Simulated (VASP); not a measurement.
# Al (Im-3m) in VASP: single point with PBE

Aim: the single point of Al with PBE.

Everything below comes from runs of VASP 6.6.1. Logs are shortened: lines on timing, memory, paths and dates and some standing lists are left out, and cuts for length are marked.

**1. The cell of the first run**

It takes space group Im-3m (No. 229, cubic). The conventional cell has a = 3.236 Å, b = 3.236 Å, c = 3.236 Å, α = 90.00°, β = 90.00°, γ = 90.00°. Al (site symmetry m-3m) has 14 Al at 2.80 to 3.24 Å within 3.7 Å.

This isn't the form of Al at room conditions, which is fcc.

**2. Single point, PBE**

The input, INCAR:

```
PREC = Accurate
ENCUT = 520
EDIFF = 1E-6
ISMEAR = -1
SIGMA = 0.1
LREAL = False
LASPH = True
NELM = 60
ALGO = Normal
ISIF = 2
LWAVE = False
LCHARG = True
GGA = PE
LELF = True
LVHAR = True
NBANDS = 10
```

The input, KPOINTS:

```
Automatic mesh
0
Gamma
  11 11 11
```

The input, POSCAR:

```
Al
1.0
    3.2360515124      0.0000000000      0.0000000000
    0.0000000000      3.2360515124      0.0000000000
    0.0000000000      0.0000000000      3.2360515124
Al
2
Direct
    0.0000000000      0.0000000000      0.0000000000
    0.5000000000      0.5000000000      0.5000000000
```

Potentials or basis: VASP PAW PBE potentials, release 64 (Al).

Command:

```
$ cat potpaw_PBE.64/Al/POTCAR > POTCAR
$ mpirun -np 1 vasp_std > vasp.out
```

OUTCAR:

```text
PREC = Accurate
   ENCUT = 520
   EDIFF = 1E-6
   ISMEAR = -1
   LREAL = False
   LASPH = True
   NELM = 60
   ISIF = 2
   GGA = PE

 ion  position               nearest neighbor table
   1  0.000  0.000  0.000-   2 2.80   2 2.80   2 2.80   2 2.80   2 2.80   2 2.80   2 2.80   2 2.80

   2  0.500  0.500  0.500-   1 2.80   1 2.80   1 2.80   1 2.80   1 2.80   1 2.80   1 2.80   1 2.80

  LATTYP: Found a simple cubic cell.
 ALAT       =     3.2360515124

  Lattice vectors:

 A1 = (   3.2360515124,   0.0000000000,   0.0000000000)
 A2 = (   0.0000000000,   3.2360515124,   0.0000000000)
 A3 = (   0.0000000000,   0.0000000000,   3.2360515124)

Analysis of symmetry for initial positions (statically):
=====================================================================
 Subroutine PRICEL returns following result:

  LATTYP: Found a body centered cubic cell.
 ALAT       =     3.2360515124

  Lattice vectors:

 A1 = (   1.6180257562,   1.6180257562,  -1.6180257562)
 A2 = (  -1.6180257562,   1.6180257562,   1.6180257562)
 A3 = (   1.6180257562,  -1.6180257562,   1.6180257562)

   2 primitive cells build up your supercell.

 Routine SETGRP: Setting up the symmetry group for a
 simple cubic supercell.

 Subroutine GETGRP returns: Found 48 space group operations
 (whereof 48 operations were pure point group operations)
 out of a pool of 48 trial point group operations.

The static configuration has the point symmetry O_h .

Analysis of symmetry for dynamics (positions and initial velocities):
=====================================================================
 Subroutine PRICEL returns following result:

  LATTYP: Found a body centered cubic cell.
 ALAT       =     3.2360515124

  Lattice vectors:

 A1 = (   1.6180257562,   1.6180257562,  -1.6180257562)
 A2 = (  -1.6180257562,   1.6180257562,   1.6180257562)
 A3 = (   1.6180257562,  -1.6180257562,   1.6180257562)

   2 primitive cells build up your supercell.

 Routine SETGRP: Setting up the symmetry group for a
 simple cubic supercell.

 Subroutine GETGRP returns: Found 48 space group operations
 (whereof 48 operations were pure point group operations)
 out of a pool of 48 trial point group operations.

The dynamic configuration has the point symmetry O_h .

 Subroutine INISYM returns: Found 48 space group operations
 (whereof 48 operations are pure point group operations),
 and found     2 'primitive' translations

----------------------------------------------------------------------------------------

                                     Primitive cell

  volume of cell :      16.9440

  direct lattice vectors                    reciprocal lattice vectors
     1.618025756  1.618025756 -1.618025756     0.309018567  0.309018567  0.000000000
    -1.618025756  1.618025756  1.618025756    -0.000000000  0.309018567  0.309018567
     1.618025756 -1.618025756  1.618025756     0.309018567  0.000000000  0.309018567

  length of vectors
     2.802502818  2.802502818  2.802502818     0.437018248  0.437018248  0.437018248

  position of ions in fractional coordinates (direct lattice)
     0.000000000  0.000000000  0.000000000

  ion indices of the primitive-cell ions
   primitive index   ion index
                 1           1

----------------------------------------------------------------------------------------

 KPOINTS: Automatic mesh

Automatic generation of k-mesh.
 Grid dimensions read from file:
 generate k-points for:   11   11   11

 Generating k-lattice:

  Cartesian coordinates                     Fractional coordinates (reciprocal lattice)
     0.028092597  0.000000000  0.000000000     0.090909091  0.000000000  0.000000000
     0.000000000  0.028092597  0.000000000     0.000000000  0.090909091  0.000000000
     0.000000000  0.000000000  0.028092597     0.000000000  0.000000000  0.090909091

  Length of vectors
     0.028092597  0.028092597  0.028092597

  Shift w.r.t. Gamma in fractional coordinates (k-lattice)
     0.000000000  0.000000000  0.000000000

 Subroutine IBZKPT returns following result:
 ===========================================

 Found     56 irreducible k-points:

 Following reciprocal coordinates:
            Coordinates               Weight
  0.000000  0.000000  0.000000      1.000000
  0.090909  0.000000  0.000000      6.000000
  0.181818  0.000000  0.000000      6.000000
  0.272727  0.000000  0.000000      6.000000
  0.363636  0.000000  0.000000      6.000000
  0.454545  0.000000  0.000000      6.000000
[... 16 lines left out ...]
  0.181818  0.090909  0.090909     24.000000
  0.272727  0.090909  0.090909     24.000000
 [... further k-points ...]
   k-points           NKPTS =     56   k-points in BZ     NKDIM =     56   number of bands    NBANDS=     10
   number of dos      NEDOS =    301   number of ions     NIONS =      2
   total plane-waves  NPLWV =  13824
   dimension x,y,z NGX =    24 NGY =   24 NGZ =   24
   dimension x,y,z NGXF=    48 NGYF=   48 NGZF=   48
   ions per type =               2
   NGX,Y,Z   is equivalent  to a cutoff of  12.33, 12.33, 12.33 a.u.
   NGXF,Y,Z  is equivalent  to a cutoff of  24.66, 24.66, 24.66 a.u.
 SYSTEM =  unknown system
   PREC   = accura    normal or accurate (medium, high low for compatibility)
   ISTART =      0    job   : 0-new  1-cont  2-samecut
   ICHARG =      2    charge: 1-file 2-atom 10-const
   ISPIN  =      1    spin polarized calculation?
   LNONCOLLINEAR =      F non collinear calculations
   LSORBIT =      F    spin-orbit coupling
   LASPH  =      T    aspherical Exc in radial PAW
   ENCUT  =  520.0 eV  38.22 Ry    6.18 a.u.   6.02  6.02  6.02*2*pi/ulx,y,z
   NELM   =     60;   NELMIN=  2; NELMDL= -5     # of ELM steps
   EDIFF  = 0.1E-05   stopping-criterion for ELM
   LREAL  =      F    real-space projection
   EDIFFG = 0.1E-04   stopping-criterion for IOM
   NSW    =      0    number of steps for IOM
   IBRION =     -1    ionic relax: 0-MD 1-quasi-New 2-CG
   NFREE  =      0    steps in history (QN), initial steepest desc. (CG)
   ISIF   =      2    stress and relaxation
   ISYM   =      2    0-nonsym 1-usesym 2-fastsym
   POTIM  = 0.5000    time-step for ionic-motion
   TEBEG  =    0.0;   TEEND  =   0.0 temperature during run
   PSTRESS=    0.0 pullay stress
   NELECT =       6.0000    total number of electrons
   NUPDOWN=      -1.0000    fix difference up-down
   EMIN   =  10.00;   EMAX   =-10.00  energy-range for DOS
   EFERMI =   0.00;   METHOD = LEGACY
   ISMEAR =    -1;   SIGMA  =   0.10  broadening in eV -4-tet -1-fermi 0-gaus
   EFERMI_NEDOS =   21; number of points for ismear=-14 and -15
   IALGO  =     38    algorithm
   IMIX   =      4    mixing-type and parameters
     AMIX     =   0.40;   BMIX     =  1.00
     AMIX_MAG =   1.60;   BMIX_MAG =  1.00
  volume/ion in A,a.u.               =      16.94       114.34
  Fermi-wavevector in a.u.,A,eV,Ry     =   0.919270  1.737169 11.497707  0.845058
  Thomas-Fermi vector in A             =   2.044445
   LORBIT       =      0    0 simple, 1 ext, 2 COOP (PROOUT), +10 PAW based schemes
   GGA     = PE    functional components
   LHFCALC =     F    Hartree Fock is set to
   AEXX    =    0.0000 exact exchange contribution
   IVDW    =     0    specifies the selected vdW correction
   LEPSILON=     F    determine dielectric tensor
   LRPA    =     F    only Hartree local field effects (RPA)
 non-spin polarized calculation
  energy-cutoff  :      520.00
  volume of cell :       33.89
 maximum number of plane-waves:       925
   NGX = 13   NGY = 13   NGZ = 13

 number of electron       6.0000000 magnetization

 Free energy of the ion-electron system (eV)
  ---------------------------------------------------
  ext. energy  EPLUGINS =         0.00000000
  ---------------------------------------------------
  free energy    TOTEN  =        -7.31945330 eV

  energy without entropy =       -7.29141292  energy(sigma->0) =       -7.30543311

 E-fermi :   7.7756     XC(G=0): -10.1052

 val. band max:        7.7211495628   @ k =   0.3636   0.1818   0.0000
 cond. band min:       7.8202865083   @ k =   0.3636   0.1818   0.0909
 fundamental gap:      0.0991369455
 Fermi energy:         7.7756253854

 k-point     1 :       0.0000    0.0000    0.0000
  band No.  band energies     occupation
      1      -3.2213      2.00000
      2       9.5502      0.00000
      3       9.5502      0.00000
      4       9.5502      0.00000
      5      10.7543      0.00000
      6      10.7543      0.00000
      7      13.0032      0.00000
      8      20.8354      0.00000
      9      20.8354      0.00000
     10      20.8354      0.00000

 k-point     2 :       0.0909    0.0000    0.0000
  band No.  band energies     occupation
      1      -3.1045      2.00000
      2       7.9423      0.31781
      3       9.6529      0.00000
      4       9.6529      0.00000
      5      10.8714      0.00000
      6      11.8942      0.00000
      7      13.7703      0.00000
      8      19.5637      0.00000
      9      19.5637      0.00000
     10      20.9498      0.00000

 k-point     3 :       0.1818    0.0000    0.0000
  band No.  band energies     occupation
      1      -2.7544      2.00000
      2       5.9365      2.00000
      3       9.9611      0.00000
      4       9.9611      0.00000
      5      11.2227      0.00000
      6      12.5871      0.00000
      7      15.9725      0.00000
      8      17.7938      0.00000
      9      17.7938      0.00000
     10      20.1192      0.00000

 k-point     4 :       0.2727    0.0000    0.0000
  band No.  band energies     occupation
      1      -2.1728      2.00000
      2       4.0733      2.00000
      3      10.4751      0.00000
      4      10.4751      0.00000
      5      11.8080      0.00000
      6      13.2198      0.00000
      7      16.1061      0.00000
      8      16.1061      0.00000
      9      18.2092      0.00000
     10      18.6545      0.00000

 k-point     5 :       0.3636    0.0000    0.0000
  band No.  band energies     occupation
      1      -1.3623      2.00000
      2       2.3988      2.00000
      3      11.1950      0.00000
      4      11.1950      0.00000
      5      12.6267      0.00000
      6      14.0085      0.00000
      7      14.5833      0.00000
      8      14.5833      0.00000
      9      16.4729      0.00000
     10      17.3417      0.00000

 k-point     6 :       0.4545    0.0000    0.0000
  band No.  band energies     occupation
      1      -0.3267      2.00000
      2       0.9291      2.00000
      3      12.1210      0.00000
      4      12.1210      0.00000
      5      13.2517      0.00000
      6      13.2517      0.00000
      7      13.6781      0.00000
      8      14.9609      0.00000
      9      14.9708      0.00000
     10      16.0914      0.00000
[... 183 lines left out ...]
 k-point    21 :       0.4545    0.4545    0.0000
  band No.  band energies     occupation
      1       2.5062      2.00000
      2       3.5617      2.00000
      3       3.9531      2.00000
      4       5.0000      2.00000
      5      14.7140      0.00000
      6      15.7361      0.00000
      7      15.9915      0.00000
      8      16.9289      0.00000
      9      17.0175      0.00000
     10      17.5699      0.00000

 k-point    22 :       0.0909    0.0909    0.0909
  band No.  band energies     occupation
      1      -2.8710      2.00000
      2       7.9915      0.20694
      3       7.9915      0.20694
      4       8.6034      0.00051
      5      12.9724      0.00000
      6      12.9724      0.00000
      7      14.4932      0.00000
      8      18.3795      0.00000
      9      18.4683      0.00000
     10      18.4683      0.00000

 k-point    23 :       0.1818    0.0909    0.0909
  band No.  band energies     occupation
      1      -2.5215      2.00000
      2       6.1432      2.00000
      3       8.3154      0.00901
      4       8.7767      0.00009
      5      13.3074      0.00000
      6      14.1079      0.00000
      7      16.2244      0.00000
      8      16.5441      0.00000
      9      16.7058      0.00000
     10      18.7210      0.00000

 k-point    24 :       0.2727    0.0909    0.0909
  band No.  band energies     occupation
      1      -1.9408      2.00000
      2       4.2931      2.00000
      3       8.8551      0.00004
      4       9.3015      0.00000
      5      13.8657      0.00000
      6      14.7571      0.00000
      7      14.7572      0.00000
      8      15.0327      0.00000
      9      18.8481      0.00000
     10      19.0583      0.00000

 [... further k-points ...]

------------------------ aborting loop because EDIFF is reached ----------------------------------------

  FORCE on cell =-STRESS in cart. coord.  units (eV):
  Direction    XX          YY          ZZ          XY          YZ          ZX
  --------------------------------------------------------------------------------------
  -------------------------------------------------------------------------------------
  Total       -0.0008907     -0.0008907     -0.0008907      0.0000000      0.0000000     -0.0000000
  in kB       -0.0421103     -0.0421103     -0.0421103      0.0000000      0.0000000     -0.0000000
  external PRESSURE =      -0.0421103 kB  Pullay stress =       0.0000000 kB

 VOLUME and BASIS-vectors are now :
 -----------------------------------------------------------------------------
  energy-cutoff  :      520.00
  volume of cell :       33.89
      direct lattice vectors                 reciprocal lattice vectors
     3.236051512  0.000000000  0.000000000     0.309018567  0.000000000  0.000000000
     0.000000000  3.236051512  0.000000000     0.000000000  0.309018567  0.000000000
     0.000000000  0.000000000  3.236051512     0.000000000  0.000000000  0.309018567

 POSITION                                       TOTAL-FORCE (eV/Angst)
 -----------------------------------------------------------------------------------
      0.00000      0.00000      0.00000        -0.000000     -0.000000      0.000000
      1.61803      1.61803      1.61803         0.000000      0.000000      0.000000
 -----------------------------------------------------------------------------------
    total drift:                               -0.000000     -0.000000      0.000000

  FREE ENERGIE OF THE ION-ELECTRON SYSTEM (eV)
  ---------------------------------------------------
  free  energy   TOTEN  =        -7.3194532979 eV

  energy  without entropy=       -7.2914129215  energy(sigma->0) =       -7.30543311
```

It took 8.7 s on 1 thread of Intel Xeon 8259CL, shared host; peak memory 0.14 GiB.

What came out:

```
Free energy            : -7.3195 eV
Pressure               : 0.0 GPa
Band gap on the k mesh : zero (bands 3 and 4 overlap by 7.12 eV)
```

Levels at points of the mesh, in eV from the Fermi level:
```tsv
k point	band 1	band 2	band 3	band 4	band 5	band 6
(0.00, 0.00, 0.00)	-11.00	1.77	1.77	1.77	2.98	2.98
```

The gap in the log of VASP goes by the Fermi energy; the results here count the filled bands.